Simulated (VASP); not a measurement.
# Cd (Fm-3m) in VASP: equation of state with PBE

Aim: the equation of state of Cd with PBE.

Program: VASP 6.6.1. These are calculated values, not measurements. Logs are shortened: lines on timing, memory, paths and dates and some standing lists are left out, and cuts for length are marked.

## (1) The cell of the first run

The structure is cubic, space group Fm-3m (No. 225). The conventional cell has a = 4.436 Å, b = 4.436 Å, c = 4.436 Å, α = 90.00°, β = 90.00°, γ = 90.00°. Cd (site symmetry m-3m) has 12 Cd at 3.14 Å within 4.1 Å.

This isn't the form of Cd at room conditions, which is hcp.

## (2) Equation of state, PBE

Contents of POSCAR.step1:

```
Cd
1.0
    0.0000000000      2.1495026919      2.1495026919
    2.1495026919      0.0000000000      2.1495026919
    2.1495026919      2.1495026919      0.0000000000
Cd
1
Direct
    0.0000000000      0.0000000000      0.0000000000
```

Contents of POSCAR.step2:

```
Cd
1.0
    0.0000000000      2.1728686822      2.1728686822
    2.1728686822      0.0000000000      2.1728686822
    2.1728686822      2.1728686822      0.0000000000
Cd
1
Direct
    0.0000000000      0.0000000000      0.0000000000
```

Contents of POSCAR.step3:

```
Cd
1.0
    0.0000000000      2.1957426650      2.1957426650
    2.1957426650      0.0000000000      2.1957426650
    2.1957426650      2.1957426650      0.0000000000
Cd
1
Direct
    0.0000000000      0.0000000000      0.0000000000
```

Contents of POSCAR.step4:

```
Cd
1.0
    0.0000000000      2.2181497500      2.2181497500
    2.2181497500      0.0000000000      2.2181497500
    2.2181497500      2.2181497500      0.0000000000
Cd
1
Direct
    0.0000000000      0.0000000000      0.0000000000
```

Contents of POSCAR.step5:

```
Cd
1.0
    0.0000000000      2.2401130571      2.2401130571
    2.2401130571      0.0000000000      2.2401130571
    2.2401130571      2.2401130571      0.0000000000
Cd
1
Direct
    0.0000000000      0.0000000000      0.0000000000
```

Contents of POSCAR.step6:

```
Cd
1.0
    0.0000000000      2.2616539272      2.2616539272
    2.2616539272      0.0000000000      2.2616539272
    2.2616539272      2.2616539272      0.0000000000
Cd
1
Direct
    0.0000000000      0.0000000000      0.0000000000
```

Contents of POSCAR.step7:

```
Cd
1.0
    0.0000000000      2.2827921049      2.2827921049
    2.2827921049      0.0000000000      2.2827921049
    2.2827921049      2.2827921049      0.0000000000
Cd
1
Direct
    0.0000000000      0.0000000000      0.0000000000
```

Contents of INCAR:

```
SYSTEM = Cd
GGA = PE
ISMEAR = 1
SIGMA = 0.1
LWAVE = .FALSE.
LCHARG = .FALSE.
ISIF = 2
NSW = 0
ENCUT = 580
PREC = Accurate
LASPH = .TRUE.
LREAL = .FALSE.
ALGO = Normal
EDIFF = 1E-7
NELM = 120
GGA_COMPAT = .FALSE.
```

Contents of KPOINTS:

```
k-points
0
Gamma
  13 13 13
```

Potentials or basis: VASP PAW PBE potentials, release 64 (Cd_sv_GW).

Command:

```bash
$ cat potpaw_PBE.64/Cd_sv_GW/POTCAR > POTCAR
$ cp POSCAR.step1 POSCAR
$ mpirun -np 1 vasp_std > vasp.out
$ cp POSCAR.step2 POSCAR
$ mpirun -np 1 vasp_std > vasp.out
$ cp POSCAR.step3 POSCAR
$ mpirun -np 1 vasp_std > vasp.out
$ cp POSCAR.step4 POSCAR
$ mpirun -np 1 vasp_std > vasp.out
$ cp POSCAR.step5 POSCAR
$ mpirun -np 1 vasp_std > vasp.out
$ cp POSCAR.step6 POSCAR
$ mpirun -np 1 vasp_std > vasp.out
$ cp POSCAR.step7 POSCAR
$ mpirun -np 1 vasp_std > vasp.out
```

OUTCAR:

```text
SYSTEM = Cd
   GGA = PE
   ISMEAR = 1
   ISIF = 2
   NSW = 0
   ENCUT = 580
   PREC = Accurate
   LASPH = .TRUE.
   LREAL = .FALSE.
   EDIFF = 1E-7
   NELM = 120

 Found     84 irreducible k-points:

 Following reciprocal coordinates:
            Coordinates               Weight
  0.000000  0.000000  0.000000      1.000000
  0.076923  0.000000  0.000000      8.000000
  0.153846  0.000000  0.000000      8.000000
  0.230769  0.000000  0.000000      8.000000
  0.307692  0.000000  0.000000      8.000000
  0.384615  0.000000  0.000000      8.000000
   k-points           NKPTS =     84   k-points in BZ     NKDIM =     84   number of bands    NBANDS=     14
   number of dos      NEDOS =    301   number of ions     NIONS =      1
   total plane-waves  NPLWV =  21952
   dimension x,y,z NGX =    28 NGY =   28 NGZ =   28
   dimension x,y,z NGXF=    56 NGYF=   56 NGZF=   56
   ions per type =               1
   NGX,Y,Z   is equivalent  to a cutoff of  14.42, 14.42, 14.42 a.u.
   NGXF,Y,Z  is equivalent  to a cutoff of  28.84, 28.84, 28.84 a.u.
 SYSTEM =  Cd
   PREC   = accura    normal or accurate (medium, high low for compatibility)
   ISTART =      0    job   : 0-new  1-cont  2-samecut
   ICHARG =      2    charge: 1-file 2-atom 10-const
   ISPIN  =      1    spin polarized calculation?
   LNONCOLLINEAR =      F non collinear calculations
   LSORBIT =      F    spin-orbit coupling
   LASPH  =      T    aspherical Exc in radial PAW
   ENCUT  =  580.0 eV  42.63 Ry    6.53 a.u.   6.34  6.34  6.34*2*pi/ulx,y,z
   NELM   =    120;   NELMIN=  2; NELMDL=  0     # of ELM steps
   EDIFF  = 0.1E-06   stopping-criterion for ELM
   LREAL  =      F    real-space projection
   EDIFFG = 0.1E-05   stopping-criterion for IOM
   NSW    =      0    number of steps for IOM
   IBRION =     -1    ionic relax: 0-MD 1-quasi-New 2-CG
   NFREE  =      0    steps in history (QN), initial steepest desc. (CG)
   ISIF   =      2    stress and relaxation
   ISYM   =      2    0-nonsym 1-usesym 2-fastsym
   POTIM  = 0.5000    time-step for ionic-motion
   TEBEG  =    0.0;   TEEND  =   0.0 temperature during run

   SCALEE = 1.0000    scale energy and forces
   PSTRESS=    0.0 pullay stress
   NELECT =      20.0000    total number of electrons
   NUPDOWN=      -1.0000    fix difference up-down
   EMIN   =  10.00;   EMAX   =-10.00  energy-range for DOS
   EFERMI =   0.00;   METHOD = LEGACY
   ISMEAR =     1;   SIGMA  =   0.10  broadening in eV -4-tet -1-fermi 0-gaus
   EFERMI_NEDOS =   21; number of points for ismear=-14 and -15
   IALGO  =     38    algorithm
   IMIX   =      4    mixing-type and parameters
     AMIX     =   0.40;   BMIX     =  1.00
     AMIX_MAG =   1.60;   BMIX_MAG =  1.00
  volume/ion in A,a.u.               =      23.79       160.56
  Fermi-wavevector in a.u.,A,eV,Ry     =   1.545047  2.919716 32.479439  2.387171
  Thomas-Fermi vector in A             =   2.650482
   LORBIT       =      0    0 simple, 1 ext, 2 COOP (PROOUT), +10 PAW based schemes
   GGA     = PE    functional components
   LHFCALC =     F    Hartree Fock is set to
   AEXX    =    0.0000 exact exchange contribution
   IVDW    =     0    specifies the selected vdW correction
   LEPSILON=     F    determine dielectric tensor
   LRPA    =     F    only Hartree local field effects (RPA)

   CSHIFT  =0.1000    complex shift for real part using Kramers Kronig

   OMEGAMAX=  -1.0    maximum frequency
 non-spin polarized calculation
 Methfessel and Paxton  Order N= 1 SIGMA  =   0.10
  energy-cutoff  :      580.00
  volume of cell :       23.79
 maximum number of plane-waves:       769
 NGX is ok and might be reduce to    28
   NGX = 13   NGY = 13   NGZ = 13

 number of electron      20.0000002 magnetization

 Free energy of the ion-electron system (eV)
  ---------------------------------------------------
  ext. energy  EPLUGINS =         0.00000000
  ---------------------------------------------------
  free energy    TOTEN  =        -0.78183978 eV

  energy without entropy =       -0.78145656  energy(sigma->0) =       -0.78171204

 E-fermi :   5.4362     XC(G=0): -10.7732

 val. band max:        5.4181227752   @ k =  -0.3077   0.3846   0.0769
 cond. band min:       5.5710564905   @ k =  -0.3846   0.4615   0.0769
 fundamental gap:      0.1529337153
 Fermi energy:         5.4362235964

 k-point     1 :       0.0000    0.0000    0.0000
  band No.  band energies     occupation
      1     -97.3742      2.00000
      2     -58.4063      2.00000
      3     -58.4063      2.00000
      4     -58.4063      2.00000
      5      -3.4434      2.00000
      6      -3.4434      2.00000
      7      -3.4434      2.00000
      8      -3.0683      2.00000
      9      -3.0683      2.00000
     10      -2.7000      2.00000
     11      18.4542      0.00000
     12      19.3798      0.00000
     13      19.3798      0.00000
     14      19.3798      0.00000

 k-point     2 :       0.0769    0.0000    0.0000
  band No.  band energies     occupation
      1     -97.3741      2.00000
      2     -58.4074      2.00000
      3     -58.4063      2.00000
      4     -58.4063      2.00000
      5      -3.4559      2.00000
      6      -3.4228      2.00000
      7      -3.4228      2.00000
      8      -3.0726      2.00000
      9      -3.0726      2.00000
     10      -2.5553      2.00000
     11      17.4372      0.00000
     12      18.6988      0.00000
     13      19.1810      0.00000
     14      19.1810      0.00000

 k-point     3 :       0.1538    0.0000    0.0000
  band No.  band energies     occupation
      1     -97.3739      2.00000
      2     -58.4117      2.00000
      3     -58.4072      2.00000
      4     -58.4072      2.00000
      5      -3.5079      2.00000
      6      -3.3788      2.00000
      7      -3.3788      2.00000
      8      -3.0715      2.00000
      9      -3.0715      2.00000
     10      -2.1017      2.00000
     11      14.7421      0.00000
     12      18.6738      0.00000
     13      18.7344      0.00000
     14      18.7344      0.00000

 k-point     4 :       0.2308    0.0000    0.0000
  band No.  band energies     occupation
      1     -97.3735      2.00000
      2     -58.4167      2.00000
      3     -58.4081      2.00000
      4     -58.4081      2.00000
      5      -3.5953      2.00000
      6      -3.3583      2.00000
      7      -3.3583      2.00000
      8      -3.0244      2.00000
      9      -3.0244      2.00000
     10      -1.3286      2.00000
     11      11.9923      0.00000
     12      18.2259      0.00000
     13      18.2259      0.00000
     14      18.5473      0.00000

 k-point     5 :       0.3077    0.0000    0.0000
  band No.  band energies     occupation
      1     -97.3732      2.00000
      2     -58.4223      2.00000
      3     -58.4092      2.00000
      4     -58.4092      2.00000
      5      -3.6930      2.00000
      6      -3.3798      2.00000
      7      -3.3798      2.00000
      8      -2.9267      2.00000
      9      -2.9267      2.00000
     10      -0.2450      2.00000
     11       9.3792      0.00000
     12      17.7462      0.00000
     13      17.7462      0.00000
     14      18.2547      0.00000

 k-point     6 :       0.3846    0.0000    0.0000
  band No.  band energies     occupation
      1     -97.3729      2.00000
      2     -58.4268      2.00000
      3     -58.4100      2.00000
      4     -58.4100      2.00000
      5      -3.7741      2.00000
      6      -3.4136      2.00000
      7      -3.4136      2.00000
      8      -2.8262      2.00000
      9      -2.8262      2.00000
     10       1.1347      2.00000
     11       6.9637     -0.00000
     12      17.3635      0.00000
     13      17.3635      0.00000
     14      17.9416      0.00000

 [... further k-points ...]

------------------------ aborting loop because EDIFF is reached ----------------------------------------

  FORCE on cell =-STRESS in cart. coord.  units (eV):
  Direction    XX          YY          ZZ          XY          YZ          ZX
  --------------------------------------------------------------------------------------
  -------------------------------------------------------------------------------------
  Total       -0.3717348     -0.3717348     -0.3717348      0.0000000     -0.0000000      0.0000000
  in kB      -25.0331042    -25.0331042    -25.0331042      0.0000000     -0.0000000      0.0000000
  external PRESSURE =     -25.0331042 kB  Pullay stress =       0.0000000 kB

 VOLUME and BASIS-vectors are now :
 -----------------------------------------------------------------------------
  energy-cutoff  :      580.00
  volume of cell :       23.79
      direct lattice vectors                 reciprocal lattice vectors
     0.000000000  2.282792105  2.282792105    -0.219030020  0.219030020  0.219030020
     2.282792105  0.000000000  2.282792105     0.219030020 -0.219030020  0.219030020
     2.282792105  2.282792105  0.000000000     0.219030020  0.219030020 -0.219030020

 POSITION                                       TOTAL-FORCE (eV/Angst)
 -----------------------------------------------------------------------------------
      0.00000      0.00000      0.00000        -0.000000     -0.000000     -0.000000
 -----------------------------------------------------------------------------------
    total drift:                               -0.000000     -0.000000     -0.000000

  FREE ENERGIE OF THE ION-ELECTRON SYSTEM (eV)
  ---------------------------------------------------
  free  energy   TOTEN  =        -0.7818397811 eV

  energy  without entropy=       -0.7814565640  energy(sigma->0) =       -0.78171204
```

Wall time 95 s (1 thread of AMD EPYC 9R45 (Zen 5), shared host); peak memory 0.16 GiB.

Results:

```yaml
Equilibrium_volume: 22.92 Å³/atom
Bulk_modulus: 38 GPa
Pressure_derivative_of_the_bulk_modulus: "6.4 (rough: it moves with the points fitted)"
```

Energy against volume, from the lowest point:
| volume (Å³/atom) | energy (meV/atom) |
| --- | --- |
| 19.863 | 69.26 |
| 20.518 | 39.30 |
| 21.173 | 19.21 |
| 21.827 | 7.00 |
| 22.482 | 0.92 |
| 23.137 | 0.00 |
| 23.792 | 3.62 |
